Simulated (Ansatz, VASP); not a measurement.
TiAl3 in VASP and in Ansatz

Contents of POSCAR:

```
TiAl3
1.0
    2.8396770000      0.0000000000      0.0000000000
    0.0000000000      4.6812640000      0.0000000000
    0.0000000000      0.0000000000      4.9007420000
Ti Al
1 3
Direct
    0.0000000000      0.5000000000      0.1659160000
    0.0000000000      0.0000000000      0.8359000000
    0.5000000000      0.0000000000      0.3309120000
    0.5000000000      0.5000000000      0.6672710000
```

The input INCAR.step1:

```
ALGO     = Normal         # electronic algorithm
EDIFF    = 1E-4           # SCF threshold, eV
ENCUT    = 520            # plane-wave cutoff, eV
GGA      = PE             # functional
ISMEAR   = -1             # smearing method
LASPH    = True           # aspherical terms in the spheres
LCHARG   = False          # write CHGCAR
LREAL    = False          # projectors in reciprocal space
LWAVE    = True           # write WAVECAR
NBANDS   = 18             # bands
NELM     = 60             # most SCF steps
PREC     = Accurate       # precision mode
SIGMA    = 0.05           # smearing width, eV
```

The input INCAR.step2:

```
ALGO     = Normal         # electronic algorithm
EDIFF    = 1E-7           # SCF threshold, eV
ENCUT    = 520            # plane-wave cutoff, eV
ISIF     = 2              # what is computed and relaxed
ISMEAR   = -1             # smearing method
ISTART   = 1            
LASPH    = True           # aspherical terms in the spheres
LCHARG   = True           # write CHGCAR
LELF     = True           # ELF
LMIXTAU  = True         
LREAL    = False          # projectors in reciprocal space
LVHAR    = True         
LWAVE    = False          # write WAVECAR
METAGGA  = R2SCAN         # meta-GGA
NBANDS   = 18             # bands
NELM     = 60             # most SCF steps
PREC     = Accurate       # precision mode
SIGMA    = 0.05           # smearing width, eV
```

KPOINTS

```
k-points
0
Gamma
  5 3 3
```

The input input.yaml:

```yaml
crystal:
  lattice:
    - [2.839677, 0.0, 0.0]
    - [0.0, 4.681264, 0.0]
    - [0.0, 0.0, 4.900742]
  atoms:
    - { symbol: Ti, position: [0.0, 0.5, 0.165916] }
    - { symbol: Al, position: [0.0, 0.0, 0.8359] }
    - { symbol: Al, position: [0.5, 0.0, 0.330912] }
    - { symbol: Al, position: [0.5, 0.5, 0.667271] }
hamiltonian:
  xc: r2scan
  pseudopotentials: { kind: paw }
kpoints:
  mp_grid: { grid: [5, 3, 3] }
  band_path:
    path:
      - [[0.0, 0.0, 0.0], [0.5, 0.0, 0.0], [0.5, 0.5, 0.0], [0.0, 0.5, 0.0], [0.0, 0.0, 0.0], [0.0, 0.0, 0.5], [0.5, 0.0, 0.5], [0.5, 0.5, 0.5], [0.0, 0.5, 0.5], [0.0, 0.0, 0.5]]
      - [[0.0, 0.5, 0.0], [0.0, 0.5, 0.5]]
      - [[0.5, 0.0, 0.5], [0.5, 0.0, 0.0]]
      - [[0.5, 0.5, 0.0], [0.5, 0.5, 0.5]]
    npoints: 14
scf:
  occupations: { method: fermi_dirac, width: 0.05 }
  n_extra_bands: 10
output:
  forces: true
  stress: true
  eigenvalues: true
  fatbands: false
```

Alike in both runs: functional r2SCAN; k mesh 5 × 3 × 3; occupations fermi-dirac, width 0.05 eV; no spin polarisation.

|  | VASP | Ansatz |
| --- | --- | --- |
| version | VASP 6.6.1 | Ansatz 0.2.0 |
| potentials or method | VASP PAW PBE potentials, release 64 (Ti_sv, Al) | Ansatz PAW |
| plane-wave cutoff (eV) | 520 | 500 |
| valence electrons in the cell | 21 | 21 |
| task | single point | band structure |

|  | VASP | Ansatz | Ansatz less VASP |
| --- | --- | --- | --- |
| gap on the k mesh at the Fermi level (eV) | none | none | - |
| pressure (GPa) | -2.2 | -2.1 | +0.08 |
| traceless stress, the component that is largest in VASP (GPa) | -1.27 | -1.26 | +0.017 |
| rms of the force components (eV/Å) | 0.039 | 0.043 | +0.0047 |

VASP's potentials were made for PBE, not for r2SCAN. Atom by atom the forces differ by 0.005 eV/Å (rms over components). A gap of «none» marks a metal or a gap that the smearing closes.

The k mesh is coarse, so the values compare programs but aren't converged.
